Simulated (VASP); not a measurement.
# ZrB in VASP: notebook

The runs below take ZrB through single point, with PBE.

Program: VASP 6.6.1. These are calculated values, not measurements. Logs are shortened: lines on timing, memory, paths and dates and some standing lists are left out, and cuts for length are marked.

## 1. The cell of the first run

Symmetry: I4/mmm, No. 139, tetragonal system. The conventional cell has a = 3.441 Å, b = 3.441 Å, c = 5.198 Å, α = 90.00°, β = 90.00°, γ = 90.00°. Within 3.2 Å of Zr (site symmetry 4/mmm) lie 6 B at 2.43 to 2.60 Å. Within 3.2 Å of B (site symmetry 4/mmm) lie 6 Zr at 2.43 to 2.60 Å.

## 2. Single point, PBE (uniaxial strain along c: +6.0 %, then relaxed in part)

File INCAR:

```
SYSTEM = ZrB
  ALGO = Normal
  EDIFF = 1E-7
  ENCUT = 520
  GGA = PE
  ISIF = 2
  ISMEAR = 0
  LASPH = .True.
  LCHARG = .False.
  LREAL = .False.
  LWAVE = .False.
  NBANDS = 23
  NELM = 100
  PREC = Accurate
  SIGMA = 0.1
```

File KPOINTS:

```
k-points
0
Gamma
  12 12 10
  0 0 0
```

File POSCAR:

```
ZrB
1.0
    2.4332680037      2.4332680037      0.0000000000
   -2.4332680037      2.4332680037      0.0000000000
    0.0000000000      0.0000000000      5.1983471167
Zr B
2 2
Direct
    0.0000000000      0.0000000000      0.0000000000
    0.5000000000      0.5000000000      0.5000000000
    0.5000000000      0.5000000000      0.0000000000
    0.0000000000      0.0000000000      0.5000000000
```

Potentials or basis: VASP PAW PBE potentials, release 64 (Zr_sv, B).

Command:

```sh
cat potpaw_PBE.64/Zr_sv/POTCAR potpaw_PBE.64/B/POTCAR > POTCAR
mpirun -np 1 vasp_std > vasp.out
```

OUTCAR:

```text
SYSTEM = ZrB
   EDIFF = 1E-7
   ENCUT = 520
   GGA = PE
   ISIF = 2
   ISMEAR = 0
   LASPH = .True.
   LREAL = .False.
   NELM = 100
   PREC = Accurate

 ion  position               nearest neighbor table
   1  0.000  0.000  0.000-   3 2.43   3 2.43   3 2.43   3 2.43   4 2.60   4 2.60   2 3.56   2 3.56
                             2 3.56   2 3.56   2 3.56   2 3.56   2 3.56   2 3.56
   2  0.500  0.500  0.500-   4 2.43   4 2.43   4 2.43   4 2.43   3 2.60   3 2.60   1 3.56   1 3.56
                             1 3.56   1 3.56   1 3.56   1 3.56   1 3.56   1 3.56
   3  0.500  0.500  0.000-   1 2.43   1 2.43   1 2.43   1 2.43   2 2.60   2 2.60
   4  0.000  0.000  0.500-   2 2.43   2 2.43   2 2.43   2 2.43   1 2.60   1 2.60

  LATTYP: Found a simple tetragonal cell.
 ALAT       =     3.4411606117
 C/A-ratio  =     1.5106377479

  Lattice vectors:

 A1 = (   2.4332680037,   2.4332680037,   0.0000000000)
 A2 = (  -2.4332680037,   2.4332680037,   0.0000000000)
 A3 = (   0.0000000000,   0.0000000000,   5.1983471167)

Analysis of symmetry for initial positions (statically):
=====================================================================
 Subroutine PRICEL returns following result:

  LATTYP: Found a body centered tetragonal cell.
 ALAT       =     3.4411606117
 C/A-ratio  =     1.5106377479

  Lattice vectors:

 A1 = (   2.4332680037,   0.0000000000,  -2.5991735584)
 A2 = (  -2.4332680037,   0.0000000000,  -2.5991735583)
 A3 = (   0.0000000000,   2.4332680037,   2.5991735583)

   2 primitive cells build up your supercell.

 Routine SETGRP: Setting up the symmetry group for a
 simple tetragonal supercell.

 Subroutine GETGRP returns: Found 16 space group operations
 (whereof 16 operations were pure point group operations)
 out of a pool of 16 trial point group operations.

The static configuration has the point symmetry D_4h.

Analysis of symmetry for dynamics (positions and initial velocities):
=====================================================================
 Subroutine PRICEL returns following result:

  LATTYP: Found a body centered tetragonal cell.
 ALAT       =     3.4411606117
 C/A-ratio  =     1.5106377479

  Lattice vectors:

 A1 = (   2.4332680037,   0.0000000000,  -2.5991735584)
 A2 = (  -2.4332680037,   0.0000000000,  -2.5991735583)
 A3 = (   0.0000000000,   2.4332680037,   2.5991735583)

[... 100 lines left out ...]
   PREC   = accura    normal or accurate (medium, high low for compatibility)
   ISTART =      0    job   : 0-new  1-cont  2-samecut
   ICHARG =      2    charge: 1-file 2-atom 10-const
   ISPIN  =      1    spin polarized calculation?
   LNONCOLLINEAR =      F non collinear calculations
   LSORBIT =      F    spin-orbit coupling
   LASPH  =      T    aspherical Exc in radial PAW
   ENCUT  =  520.0 eV  38.22 Ry    6.18 a.u.   6.40  6.40  9.67*2*pi/ulx,y,z
   NELM   =    100;   NELMIN=  2; NELMDL= -5     # of ELM steps
   EDIFF  = 0.1E-06   stopping-criterion for ELM
   LREAL  =      F    real-space projection
   EDIFFG = 0.1E-05   stopping-criterion for IOM
   NSW    =      0    number of steps for IOM
   IBRION =     -1    ionic relax: 0-MD 1-quasi-New 2-CG
   NFREE  =      0    steps in history (QN), initial steepest desc. (CG)
   ISIF   =      2    stress and relaxation
   ISYM   =      2    0-nonsym 1-usesym 2-fastsym
   POTIM  = 0.5000    time-step for ionic-motion
   TEBEG  =    0.0;   TEEND  =   0.0 temperature during run
   PSTRESS=    0.0 pullay stress
   NELECT =      30.0000    total number of electrons
   NUPDOWN=      -1.0000    fix difference up-down
   EMIN   =  10.00;   EMAX   =-10.00  energy-range for DOS
   EFERMI =   0.00;   METHOD = LEGACY
   ISMEAR =     0;   SIGMA  =   0.10  broadening in eV -4-tet -1-fermi 0-gaus
   EFERMI_NEDOS =   21; number of points for ismear=-14 and -15
   IALGO  =     38    algorithm
   IMIX   =      4    mixing-type and parameters
     AMIX     =   0.40;   BMIX     =  1.00
     AMIX_MAG =   1.60;   BMIX_MAG =  1.00
  volume/ion in A,a.u.               =      15.39       103.85
  Fermi-wavevector in a.u.,A,eV,Ry     =   1.288319  2.434571 22.582497  1.659767
  Thomas-Fermi vector in A             =   2.420280
   LORBIT       =      0    0 simple, 1 ext, 2 COOP (PROOUT), +10 PAW based schemes
   GGA     = PE    functional components
   LHFCALC =     F    Hartree Fock is set to
   AEXX    =    0.0000 exact exchange contribution
   IVDW    =     0    specifies the selected vdW correction
   LEPSILON=     F    determine dielectric tensor
   LRPA    =     F    only Hartree local field effects (RPA)
 non-spin polarized calculation
 Gauss-broadening in eV      SIGMA  =   0.10
  energy-cutoff  :      520.00
  volume of cell :       61.56
 maximum number of plane-waves:      1680
 NGX is ok and might be reduce to    28
   NGX = 13   NGY = 13   NGZ = 19

 number of electron      30.0000001 magnetization

 Free energy of the ion-electron system (eV)
  ---------------------------------------------------
  ext. energy  EPLUGINS =         0.00000000
  ---------------------------------------------------
  free energy    TOTEN  =       -31.83232250 eV

  energy without entropy =      -31.82208022  energy(sigma->0) =      -31.82720136

 E-fermi :   7.0535     XC(G=0): -11.2740

 val. band max:        7.0532966674   @ k =   0.0833   0.0000   0.5000
 cond. band min:       7.0593455607   @ k =   0.4167   0.3333   0.3000
 fundamental gap:      0.0060488933
 Fermi energy:         7.0534571927

 k-point     1 :       0.0000    0.0000    0.0000
  band No.  band energies     occupation
      1     -40.6119      2.00000
      2     -40.5584      2.00000
      3     -18.8756      2.00000
      4     -18.5678      2.00000
      5     -18.5678      2.00000
      6     -18.4822      2.00000
[... 613 lines left out ...]
     22      12.6401      0.00000
     23      12.7206      0.00000

 [... further k-points ...]
[... 5 lines left out ...]
  --------------------------------------------------------------------------------------
  -------------------------------------------------------------------------------------
  Total        0.0457262      0.0457262     -6.0415622      0.0000000      0.0000000     -0.0000000
  in kB        1.1901465      1.1901465   -157.2478346      0.0000000      0.0000000     -0.0000000
  external PRESSURE =     -51.6225138 kB  Pullay stress =       0.0000000 kB

 VOLUME and BASIS-vectors are now :
 -----------------------------------------------------------------------------
  energy-cutoff  :      520.00
  volume of cell :       61.56
      direct lattice vectors                 reciprocal lattice vectors
     2.433268004  2.433268004  0.000000000     0.205484969  0.205484969  0.000000000
    -2.433268004  2.433268004  0.000000000    -0.205484969  0.205484969  0.000000000
     0.000000000  0.000000000  5.198347117     0.000000000  0.000000000  0.192368839

 POSITION                                       TOTAL-FORCE (eV/Angst)
 -----------------------------------------------------------------------------------
      0.00000      0.00000      0.00000        -0.000000     -0.000000      0.000000
      0.00000      2.43327      2.59917        -0.000000      0.000000     -0.000000
      0.00000      2.43327      0.00000         0.000000      0.000000      0.000000
      0.00000      0.00000      2.59917         0.000000      0.000000      0.000000
 -----------------------------------------------------------------------------------
    total drift:                               -0.000000      0.000000      0.000000

  FREE ENERGIE OF THE ION-ELECTRON SYSTEM (eV)
  ---------------------------------------------------
  free  energy   TOTEN  =       -31.8323225006 eV

  energy  without entropy=      -31.8220802184  energy(sigma->0) =      -31.82720136
```

OSZICAR:

```text
N       E                     dE             d eps       ncg     rms          rms(c)
DAV:   1     0.230563708324E+03    0.23056E+03   -0.15700E+04  7728   0.128E+03
DAV:   2    -0.195570811177E+02   -0.25012E+03   -0.24046E+03  9215   0.349E+02
DAV:   3    -0.352926206321E+02   -0.15736E+02   -0.15507E+02 14081   0.683E+01
DAV:   4    -0.357315329204E+02   -0.43891E+00   -0.43837E+00  9530   0.107E+01
DAV:   5    -0.357453262055E+02   -0.13793E-01   -0.13792E-01 12253   0.141E+00    0.222E+01
DAV:   6    -0.318142804642E+02    0.39310E+01   -0.12962E+01  8645   0.178E+01    0.747E+00
DAV:   7    -0.318331760243E+02   -0.18896E-01   -0.96933E-01 12534   0.439E+00    0.317E+00
DAV:   8    -0.318312519289E+02    0.19241E-02   -0.48085E-02  8800   0.153E+00    0.771E-01
DAV:   9    -0.318320385145E+02   -0.78659E-03   -0.53852E-03 12162   0.495E-01    0.171E-01
DAV:  10    -0.318323232488E+02   -0.28473E-03   -0.47799E-04  9930   0.188E-01    0.267E-02
DAV:  11    -0.318323266332E+02   -0.33845E-05   -0.59354E-05 11294   0.480E-02    0.123E-02
DAV:  12    -0.318323223363E+02    0.42970E-05   -0.74967E-06  9746   0.223E-02    0.556E-03
DAV:  13    -0.318323224439E+02   -0.10758E-06   -0.50104E-07 10822   0.481E-03    0.626E-04
DAV:  14    -0.318323225006E+02   -0.56690E-07   -0.13324E-08  6139   0.941E-04
   1 F= -.31832323E+02 E0= -.31827201E+02  d E =-.102423E-01
```

stdout:

```text
POSCAR found type information on POSCAR ZrB
 POSCAR found :  2 types and       4 ions
 scaLAPACK will be used
 LDA part: xc-table for (Slater+PW92), standard interpolation
 POSCAR, INCAR and KPOINTS ok, starting setup
 FFT: planning ... GRIDC
 FFT: planning ... GRID_SOFT
 FFT: planning ... GRID
 WAVECAR not read
 entering main loop
```

It took 93 s on 1 thread of Intel Xeon Platinum 8559C (Emerald Rapids), shared host; peak memory 0.32 GiB.

What came out:

```yaml
Free_energy: -31.8323 eV
Pressure: -5.2 GPa
Band_gap_on_the_k_mesh: zero (band 15 reaches 8.97 eV, above the bottom of band 16 at 6.01 eV)
```

Stress tensor (GPa, compression positive):
```
  0.12   0.00   0.00
  0.00   0.12   0.00
  0.00   0.00 -15.72
```

Levels at points of the mesh, in eV from the Fermi level:
```
           k point  band 12  band 13  band 14  band 15  band 16  band 17  band 18  band 19  band 20  band 21
(0.00, 0.00, 0.00)    -0.65     1.31     1.91     1.91     2.21     2.21     2.60     3.16     3.28     3.42
(0.50, 0.00, 0.00)    -2.47    -1.17    -1.17    -0.81    -0.81     3.61     3.61     4.96     4.96     5.93
(0.50, 0.50, 0.00)    -0.69    -0.65    -0.65     1.77     1.77     1.88     1.88     4.28     4.28     5.11
(0.00, 0.00, 0.50)    -1.40     0.18     0.18     1.65     1.65     1.65     1.65     3.75     3.75     5.13
(0.50, 0.00, 0.50)    -3.69    -1.20    -1.20    -1.05    -1.05     4.43     4.43     4.76     4.76     5.83
(0.50, 0.50, 0.50)    -0.85    -0.85    -0.85    -0.63    -0.63     3.75     3.75     3.75     3.75     5.71
```

Caveat: the cell differs from its parent crystal (uniaxial strain along c: +6.0 %, then relaxed in part).

## 3. Single point, PBE (volume scaled by 0.94)

File INCAR:

```
ALGO = Normal ; EDIFF = 1E-6
ENCUT = 520 ; GGA = PE
ISIF = 2 ; ISMEAR = 0
LASPH = True ; LCHARG = False
LREAL = False ; LWAVE = False
NBANDS = 14 ; NELM = 60
PREC = Accurate ; SIGMA = 0.1
```

File KPOINTS:

```
k-points
0
Gamma
  14 14 14
```

File POSCAR:

```
ZrB
1.0
    0.0000000000      2.4019946364      2.4019946364
    2.4019946364      0.0000000000      2.4019946364
    2.4019946364      2.4019946364      0.0000000000
Zr B
1 1
Direct
    0.0000000000      0.0000000000      0.0000000000
    0.5000000000      0.5000000000      0.5000000000
```

Potentials or basis: VASP PAW PBE potentials, release 64 (Zr_sv, B).

Command:

```sh
cat potpaw_PBE.64/Zr_sv/POTCAR potpaw_PBE.64/B/POTCAR > POTCAR
mpirun -np 1 vasp_std > vasp.out
```

Run time: 22 s. Hardware: 1 thread of Intel Xeon 6975P-C (Granite Rapids), shared host; peak memory 0.18 GiB.

The run converged. Its results:

```
Free energy : -15.9452 eV
Pressure    : 11.3 GPa
```

Levels at points of the mesh, in eV from the Fermi level:
```csv
k point,band 6,band 7,band 8,band 9,band 10,band 11
"(0.00, 0.00, 0.00)",1.82,1.82,1.82,3.35,3.35,3.58
"(0.50, 0.00, 0.00)",-3.95,-1.25,-1.25,5.17,5.17,6.56
"(0.50, 0.50, 0.00)",-0.89,-0.63,2.22,2.22,4.90,6.18
```
